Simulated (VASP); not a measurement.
# Pt (P6_3/mmc) in VASP: notebook

The runs below take Pt through single point, with r2SCAN.

Everything below comes from runs of VASP 6.6.1. Logs are shortened: lines on timing, memory, paths and dates and some standing lists are left out, and cuts for length are marked.

## Step 1: The cell of the first run

Symmetry: P6_3/mmc, No. 194, hexagonal system. Conventional cell: a = 2.714 Å, b = 2.714 Å, c = 4.711 Å, α = 90.00°, β = 90.00°, γ = 120.00°. Within 3.6 Å of Pt (site symmetry -6m2) lie 12 Pt at 2.71 to 2.83 Å.

This isn't the form of Pt at room conditions, which is fcc.

## Step 2: Single point, r2SCAN

Contents of POSCAR:

```
Pt
1.0
    2.7138660098      0.0000000000      0.0000000000
   -1.3569330049      2.3502770176      0.0000000000
    0.0000000000      0.0000000000      4.7108956958
Pt
2
Direct
    0.6666666667      0.3333333333      0.7500000000
    0.3333333333      0.6666666667      0.2500000000
```

Contents of INCAR.step1:

```
SYSTEM = Pt
PREC = Accurate ; ENCUT = 520
ISMEAR = -1 ; SIGMA = 0.1
LREAL = .FALSE. ; LASPH = .TRUE.
NELM = 80 ; NBANDS = 17
GGA = PE ; ALGO = Normal
EDIFF = 1E-4 ; LWAVE = .TRUE.
LCHARG = .FALSE.
```

Contents of INCAR.step2:

```
SYSTEM = Pt
PREC = Accurate ; ENCUT = 520
EDIFF = 1E-6 ; ISMEAR = -1
SIGMA = 0.1 ; LREAL = .FALSE.
LASPH = .TRUE. ; NELM = 80
ALGO = Normal ; ISIF = 2
LWAVE = .FALSE. ; LCHARG = .TRUE.
METAGGA = R2SCAN ; LMIXTAU = .TRUE.
LELF = .TRUE. ; LVHAR = .TRUE.
NBANDS = 17 ; ISTART = 1
```

Contents of KPOINTS:

```
Automatic mesh
0
G
  12 12 6
  0 0 0
```

Potentials or basis: VASP PAW PBE potentials, release 64 (Pt).

Started as:

```
$ cat potpaw_PBE.64/Pt/POTCAR > POTCAR
$ cp INCAR.step1 INCAR
$ mpirun -np 1 vasp_std > vasp.out
$ cp INCAR.step2 INCAR
$ mpirun -np 1 vasp_std > vasp.out
```

OUTCAR:

```text
SYSTEM = Pt
   PREC = Accurate
   ENCUT = 520
   EDIFF = 1E-6
   ISMEAR = -1
   LREAL = .FALSE.
   LASPH = .TRUE.
   NELM = 80
   ISIF = 2
   METAGGA = R2SCAN
   ISTART = 1

 ion  position               nearest neighbor table
   1  0.667  0.333  0.750-   2 2.83   2 2.83   2 2.83   2 2.83   2 2.83   2 2.83
   2  0.333  0.667  0.250-   1 2.83   1 2.83   1 2.83   1 2.83   1 2.83   1 2.83

  LATTYP: Found a hexagonal cell.
 ALAT       =     2.7138660098
 C/A-ratio  =     1.7358615638

  Lattice vectors:

 A1 = (   2.7138660098,   0.0000000000,   0.0000000000)
 A2 = (  -1.3569330049,   2.3502770176,   0.0000000000)
 A3 = (   0.0000000000,   0.0000000000,   4.7108956958)

Analysis of symmetry for initial positions (statically):
=====================================================================
 Subroutine PRICEL returns:
 Original cell was already a primitive cell.

 Routine SETGRP: Setting up the symmetry group for a
 hexagonal supercell.

 Subroutine GETGRP returns: Found 24 space group operations
 (whereof 12 operations were pure point group operations)
 out of a pool of 24 trial point group operations.

The static configuration has the point symmetry D_3d.
 The point group associated with its full space group is D_6h.

Analysis of symmetry for dynamics (positions and initial velocities):
=====================================================================
 Subroutine PRICEL returns:
 Original cell was already a primitive cell.

 Routine SETGRP: Setting up the symmetry group for a
 hexagonal supercell.

 Subroutine GETGRP returns: Found 24 space group operations
 (whereof 12 operations were pure point group operations)
 out of a pool of 24 trial point group operations.

The dynamic configuration has the point symmetry D_3d.
 The point group associated with its full space group is D_6h.

 Subroutine INISYM returns: Found 24 space group operations
 (whereof 12 operations are pure point group operations),
 and found     1 'primitive' translations

----------------------------------------------------------------------------------------

                                     Primitive cell

  volume of cell :      30.0477

  direct lattice vectors                    reciprocal lattice vectors
     2.713866010  0.000000000  0.000000000     0.368478030  0.212740880  0.000000000
    -1.356933005  2.350277018  0.000000000     0.000000000  0.425481759  0.000000000
     0.000000000  0.000000000  4.710895696     0.000000000  0.000000000  0.212273857

  length of vectors
     2.713866010  2.713866106  4.710895696     0.425481774  0.425481759  0.212273857

  position of ions in fractional coordinates (direct lattice)
     0.666666667  0.333333333  0.750000000
     0.333333333  0.666666667  0.250000000

  ion indices of the primitive-cell ions
   primitive index   ion index
                 1           1
                 2           2

----------------------------------------------------------------------------------------

 KPOINTS: Automatic mesh

Automatic generation of k-mesh.
 Grid dimensions read from file:
 generate k-points for:   12   12    6

 Generating k-lattice:

  Cartesian coordinates                     Fractional coordinates (reciprocal lattice)
     0.030706502  0.017728407  0.000000000     0.083333333 -0.000000000  0.000000000
     0.000000000  0.035456813  0.000000000     0.000000000  0.083333333  0.000000000
     0.000000000  0.000000000  0.035378976     0.000000000  0.000000000  0.166666667

  Length of vectors
     0.035456815  0.035456813  0.035378976

  Shift w.r.t. Gamma in fractional coordinates (k-lattice)
     0.000000000  0.000000000  0.000000000

 Subroutine IBZKPT returns following result:
 ===========================================

 Found     76 irreducible k-points:

 Following reciprocal coordinates:
            Coordinates               Weight
  0.000000  0.000000  0.000000      1.000000
  0.083333  0.000000  0.000000      6.000000
  0.166667  0.000000  0.000000      6.000000
  0.250000  0.000000  0.000000      6.000000
  0.333333  0.000000  0.000000      6.000000
  0.416667 -0.000000  0.000000      6.000000
[... 16 lines left out ...]
  0.250000  0.000000  0.166667     12.000000
  0.333333  0.000000  0.166667     12.000000
 [... further k-points ...]
   k-points           NKPTS =     76   k-points in BZ     NKDIM =     76   number of bands    NBANDS=     17
   number of dos      NEDOS =    301   number of ions     NIONS =      2
   total plane-waves  NPLWV =  14400
   dimension x,y,z NGX =    20 NGY =   20 NGZ =   36
   dimension x,y,z NGXF=    40 NGYF=   40 NGZF=   72
   ions per type =               2
   NGX,Y,Z   is equivalent  to a cutoff of  12.25, 12.25, 12.70 a.u.
   NGXF,Y,Z  is equivalent  to a cutoff of  24.50, 24.50, 25.41 a.u.
 SYSTEM =  Pt
   PREC   = accura    normal or accurate (medium, high low for compatibility)
   ISTART =      1    job   : 0-new  1-cont  2-samecut
   ICHARG =      0    charge: 1-file 2-atom 10-const
   ISPIN  =      1    spin polarized calculation?
   LNONCOLLINEAR =      F non collinear calculations
   LSORBIT =      F    spin-orbit coupling
   LASPH  =      T    aspherical Exc in radial PAW
   ENCUT  =  520.0 eV  38.22 Ry    6.18 a.u.   5.05  5.05  8.76*2*pi/ulx,y,z
   NELM   =     80;   NELMIN=  2; NELMDL=  0     # of ELM steps
   EDIFF  = 0.1E-05   stopping-criterion for ELM
   LREAL  =      F    real-space projection
   EDIFFG = 0.1E-04   stopping-criterion for IOM
   NSW    =      0    number of steps for IOM
   IBRION =     -1    ionic relax: 0-MD 1-quasi-New 2-CG
   NFREE  =      0    steps in history (QN), initial steepest desc. (CG)
   ISIF   =      2    stress and relaxation
   ISYM   =      2    0-nonsym 1-usesym 2-fastsym
   POTIM  = 0.5000    time-step for ionic-motion
   TEBEG  =    0.0;   TEEND  =   0.0 temperature during run
   PSTRESS=    0.0 pullay stress
   NELECT =      20.0000    total number of electrons
   NUPDOWN=      -1.0000    fix difference up-down
   EMIN   =  10.00;   EMAX   =-10.00  energy-range for DOS
   EFERMI =   0.00;   METHOD = LEGACY
   ISMEAR =    -1;   SIGMA  =   0.10  broadening in eV -4-tet -1-fermi 0-gaus
   EFERMI_NEDOS =   21; number of points for ismear=-14 and -15
   IALGO  =     38    algorithm
   IMIX   =      4    mixing-type and parameters
     AMIX     =   0.40;   BMIX     =  1.00
     AMIX_MAG =   1.60;   BMIX_MAG =  1.00
  volume/ion in A,a.u.               =      15.02       101.39
  Fermi-wavevector in a.u.,A,eV,Ry     =   1.429380  2.701137 27.798452  2.043129
  Thomas-Fermi vector in A             =   2.549340
   LORBIT       =      0    0 simple, 1 ext, 2 COOP (PROOUT), +10 PAW based schemes
   METAGGA = R2SCAN    functional components
   LHFCALC =     F    Hartree Fock is set to
   AEXX    =    0.0000 exact exchange contribution
   IVDW    =     0    specifies the selected vdW correction
   LEPSILON=     F    determine dielectric tensor
   LRPA    =     F    only Hartree local field effects (RPA)
 non-spin polarized calculation
  energy-cutoff  :      520.00
  volume of cell :       30.05
 maximum number of plane-waves:       827
   NGX = 11   NGY = 11   NGZ = 17

 number of electron      20.0000002 magnetization

 Free energy of the ion-electron system (eV)
  ---------------------------------------------------
  ext. energy  EPLUGINS =         0.00000000
  ---------------------------------------------------
  free energy    TOTEN  =      -102.90840306 eV

  energy without entropy =     -102.80186531  energy(sigma->0) =     -102.85513418

 E-fermi :  11.0586     XC(G=0): -14.6528

 val. band max:       11.0585425150   @ k =   0.2500   0.2500   0.0000
 cond. band min:      11.0607617754   @ k =   0.2500   0.1667   0.5000
 fundamental gap:      0.0022192604
 Fermi energy:        11.0585799447

 k-point     1 :       0.0000    0.0000    0.0000
  band No.  band energies     occupation
      1       0.5479      2.00000
      2       3.2571      2.00000
      3       6.6617      2.00000
      4       7.2310      2.00000
      5       7.2310      2.00000
      6       7.6385      2.00000
[... 9 lines left out ...]
     16      29.2937      0.00000
     17      33.7109      0.00000

 k-point     2 :       0.0833    0.0000    0.0000
  band No.  band energies     occupation
      1       0.8229      2.00000
      2       3.5100      2.00000
      3       6.6207      2.00000
      4       7.2318      2.00000
      5       7.4460      2.00000
      6       7.5073      2.00000
[... 9 lines left out ...]
     16      29.6541      0.00000
     17      32.2694      0.00000

 k-point     3 :       0.1667    0.0000    0.0000
  band No.  band energies     occupation
      1       1.5951      2.00000
      2       4.1429      2.00000
      3       6.3907      2.00000
      4       7.0667      2.00000
      5       7.3522      2.00000
      6       7.6705      2.00000
[... 9 lines left out ...]
     16      29.8580      0.00000
     17      30.3807      0.00000

 k-point     4 :       0.2500    0.0000    0.0000
  band No.  band energies     occupation
      1       2.6643      2.00000
      2       4.5714      2.00000
      3       6.2315      2.00000
      4       6.4898      2.00000
      5       6.7848      2.00000
      6       8.1008      2.00000
[... 9 lines left out ...]
     16      28.1907      0.00000
     17      30.6268      0.00000
[... 343 lines left out ...]
      1       1.8307      2.00000
      2       4.1511      2.00000
      3       6.4477      2.00000
      4       6.7647      2.00000
      5       7.0132      2.00000
      6       7.7309      2.00000
[... 9 lines left out ...]
     16      29.6348      0.00000
     17      30.5742      0.00000

 k-point    23 :       0.2500    0.0000    0.1667
  band No.  band energies     occupation
      1       2.8377      2.00000
      2       4.6212      2.00000
      3       6.0198      2.00000
      4       6.5390      2.00000
      5       6.6517      2.00000
      6       7.8907      2.00000
[... 9 lines left out ...]
     16      28.5714      0.00000
     17      29.5622      0.00000

 k-point    24 :       0.3333    0.0000    0.1667
  band No.  band energies     occupation
      1       3.5861      2.00000
      2       4.4230      2.00000
      3       5.4891      2.00000
      4       6.2658      2.00000
      5       7.4407      2.00000
      6       7.9639      2.00000
[... 9 lines left out ...]
     16      26.6205      0.00000
     17      27.9723      0.00000

 [... further k-points ...]

------------------------ aborting loop because EDIFF is reached ----------------------------------------

  FORCE on cell =-STRESS in cart. coord.  units (eV):
  Direction    XX          YY          ZZ          XY          YZ          ZX
  --------------------------------------------------------------------------------------
  -------------------------------------------------------------------------------------
  Total        1.6698469      1.6698470      1.3766606     -0.0000000     -0.0000000      0.0000000
  in kB       89.0381826     89.0381910     73.4051479     -0.0000000     -0.0000000      0.0000000
  external PRESSURE =      83.8271738 kB  Pullay stress =       0.0000000 kB

 VOLUME and BASIS-vectors are now :
 -----------------------------------------------------------------------------
  energy-cutoff  :      520.00
  volume of cell :       30.05
      direct lattice vectors                 reciprocal lattice vectors
     2.713866010  0.000000000  0.000000000     0.368478030  0.212740880  0.000000000
    -1.356933005  2.350277018  0.000000000     0.000000000  0.425481759  0.000000000
     0.000000000  0.000000000  4.710895696     0.000000000  0.000000000  0.212273857

 POSITION                                       TOTAL-FORCE (eV/Angst)
 -----------------------------------------------------------------------------------
      1.35693      0.78343      3.53317         0.000000     -0.000000      0.000000
     -0.00000      1.56685      1.17772        -0.000000      0.000000      0.000000
 -----------------------------------------------------------------------------------
    total drift:                                0.000000     -0.000000      0.000000

  FREE ENERGIE OF THE ION-ELECTRON SYSTEM (eV)
  ---------------------------------------------------
  free  energy   TOTEN  =      -102.9084030571 eV

  energy  without entropy=     -102.8018653060  energy(sigma->0) =     -102.85513418
```

Wall time 2.8 min (1 thread of Intel Xeon 8259CL, shared host); peak memory 0.17 GiB.

What came out:

```
Free energy            : -102.9084 eV
Pressure               : 8.4 GPa
Band gap on the k mesh : zero (bands 10 and 11 overlap by 1.51 eV)
```

Caveat: the cell stands under pressure; the PAW data sets were made with another functional, which shifts forces and pressure a little; spin-orbit coupling is left out, which moves the levels of the heavy elements.

## Step 3: Single point, r2SCAN

This run uses another cell than the first one, of 15.50 Å³/atom.

Contents of POSCAR:

```
Pt
1.0
    2.7421374820      0.0000000000      0.0000000000
   -1.3710687410      2.3747608320      0.0000000000
    0.0000000000      0.0000000000      4.7599710578
Pt
2
Direct
    0.6666666667      0.3333333333      0.7500000000
    0.3333333333      0.6666666667      0.2500000000
```

Contents of INCAR.step1:

```
PREC     = Accurate       # precision mode
ENCUT    = 520            # plane-wave cutoff, eV
ISMEAR   = -1             # smearing method
SIGMA    = 0.1            # smearing width, eV
LREAL    = F              # projectors in reciprocal space
LASPH    = T              # aspherical terms in the spheres
NELM     = 60             # most SCF steps
NBANDS   = 17             # bands
GGA      = PE             # functional
ALGO     = Normal         # electronic algorithm
EDIFF    = 1E-4           # SCF threshold, eV
LWAVE    = T              # write WAVECAR
LCHARG   = F              # write CHGCAR
```

Contents of INCAR.step2:

```
PREC     = Accurate       # precision mode
ENCUT    = 520            # plane-wave cutoff, eV
EDIFF    = 1E-6           # SCF threshold, eV
ISMEAR   = -1             # smearing method
SIGMA    = 0.1            # smearing width, eV
LREAL    = F              # projectors in reciprocal space
LASPH    = T              # aspherical terms in the spheres
NELM     = 60             # most SCF steps
ALGO     = Normal         # electronic algorithm
ISIF     = 2              # what is computed and relaxed
LWAVE    = F              # write WAVECAR
LCHARG   = F              # write CHGCAR
METAGGA  = R2SCAN         # meta-GGA
LMIXTAU  = T            
NBANDS   = 17             # bands
ISTART   = 1
```

Contents of KPOINTS:

```
regular mesh
0
Gamma
  12 12 6
```

Potentials or basis: VASP PAW PBE potentials, release 64 (Pt).

Started as:

```
$ cat potpaw_PBE.64/Pt/POTCAR > POTCAR
$ cp INCAR.step1 INCAR
$ mpirun -np 1 vasp_std > vasp.out
$ cp INCAR.step2 INCAR
$ mpirun -np 1 vasp_std > vasp.out
```

It took 2.9 min on 1 thread of Intel Xeon 8259CL, shared host; peak memory 0.17 GiB.

The run converged. Its results:

```yaml
Free_energy: -102.9312 eV
Pressure: -0.5 GPa
Band_gap_on_the_k_mesh: zero (bands 10 and 11 overlap by 1.43 eV)
```

Stress tensor (GPa, compression positive):
```
-0.41  0.00  0.00
 0.00 -0.41  0.00
 0.00  0.00 -0.79
```

Levels at points of the mesh, in eV from the Fermi level:
```tsv
k point	band 6	band 7	band 8	band 9	band 10	band 11	band 12	band 13	band 14	band 15
(0.00, 0.00, 0.00)	-3.25	-3.25	-1.97	-1.97	-0.62	-0.28	-0.28	5.06	16.05	16.56
(0.50, 0.00, 0.00)	-3.09	-2.66	-0.05	0.33	0.54	2.48	4.04	7.79	9.38	10.23
(0.00, 0.00, 0.50)	-3.64	-3.64	-3.64	-0.89	-0.89	-0.89	-0.89	12.70	12.70	16.44
(0.50, 0.00, 0.50)	-1.97	-0.86	-0.86	0.45	0.45	1.86	1.86	6.97	6.97	15.03
```

Caveat: the PAW data sets were made with another functional, which shifts forces and pressure a little; spin-orbit coupling is left out, which moves the levels of the heavy elements.

## Step 4: Single point, r2SCAN

This run uses another cell than the first one, of 15.97 Å³/atom.

Contents of POSCAR:

```
Pt
1.0
    2.7698377152      0.0000000000      0.0000000000
   -1.3849188576      2.3987499387      0.0000000000
    0.0000000000      0.0000000000      4.8080548279
Pt
2
Direct
    0.6666666667      0.3333333333      0.7500000000
    0.3333333333      0.6666666667      0.2500000000
```

Contents of INCAR.step1:

```
SYSTEM = Pt
PREC = Accurate
ENCUT = 520
ISMEAR = -1
SIGMA = 0.1
LREAL = .FALSE.
LASPH = .TRUE.
NELM = 80
NBANDS = 17
GGA = PE
ALGO = Normal
EDIFF = 1E-4
LWAVE = .TRUE.
LCHARG = .FALSE.
```

Contents of INCAR.step2:

```
SYSTEM = Pt
PREC = Accurate
ENCUT = 520
EDIFF = 1E-7
ISMEAR = -1
SIGMA = 0.1
LREAL = .FALSE.
LASPH = .TRUE.
NELM = 80
ALGO = Normal
ISIF = 2
LWAVE = .FALSE.
LCHARG = .FALSE.
METAGGA = R2SCAN
LMIXTAU = .TRUE.
NBANDS = 17
ISTART = 1
```

Contents of KPOINTS:

```
Automatic mesh
0
G
  12 12 6
  0 0 0
```

Started as:

```
$ cat potpaw_PBE.64/Pt/POTCAR > POTCAR
$ cp INCAR.step1 INCAR
$ mpirun -np 1 vasp_std > vasp.out
$ cp INCAR.step2 INCAR
$ mpirun -np 1 vasp_std > vasp.out
```

Wall time 3.4 min (1 thread of Intel Xeon 8259CL, shared host); peak memory 0.18 GiB.

Results (log left out):

```
Free energy            : -102.9061 eV
Pressure               : -7.8 GPa
Band gap on the k mesh : zero (bands 10 and 11 overlap by 1.36 eV)
```

Stress tensor (GPa, compression positive):
```
-8.05  0.00  0.00
 0.00 -8.05  0.00
 0.00  0.00 -7.42
```

Levels at points of the mesh, in eV from the Fermi level:
| k point | band 8 | band 9 | band 10 | band 11 | band 12 | band 13 |
| --- | --- | --- | --- | --- | --- | --- |
| (0.00, 0.00, 0.00) | -1.88 | -1.88 | -0.48 | -0.27 | -0.27 | 4.85 |
| (0.50, 0.00, 0.00) | -0.06 | 0.30 | 0.50 | 2.42 | 3.93 | 7.63 |
| (0.00, 0.00, 0.50) | -3.46 | -0.85 | -0.85 | -0.85 | -0.85 | 12.47 |
| (0.50, 0.00, 0.50) | -0.80 | 0.42 | 0.42 | 1.87 | 1.87 | 6.74 |

Caveat: the cell stands under tension; the PAW data sets were made with another functional, which shifts forces and pressure a little; spin-orbit coupling is left out, which moves the levels of the heavy elements.

## Step 5: Summary

| cell | gap on the mesh (eV) | pressure (GPa) |
| --- | --- | --- |
| a = 2.714, b = 2.714, c = 4.711 Å, angles 90.0, 90.0, 120.0°, 2 atoms | none | 8.4 |
| a = 2.742, b = 2.742, c = 4.760 Å, angles 90.0, 90.0, 120.0°, 2 atoms | none | -0.5 |
| a = 2.770, b = 2.770, c = 4.808 Å, angles 90.0, 90.0, 120.0°, 2 atoms | none | -7.8 |

Alike in all rows: task single point; level r2SCAN; potentials or basis VASP PAW PBE potentials, release 64 (Pt); no spin polarisation; k mesh 12 × 12 × 6; cutoff (eV) 520; smearing fermi-dirac 0.1 eV.

Caveats: the PAW data sets were made with another functional, which shifts forces and pressure a little; spin-orbit coupling is left out, which moves the levels of the heavy elements; the cell stands under pressure (at least some runs); the cell stands under tension (at least some runs).

Total energies depend on the potentials used, so only differences within one code and one set of settings carry meaning.
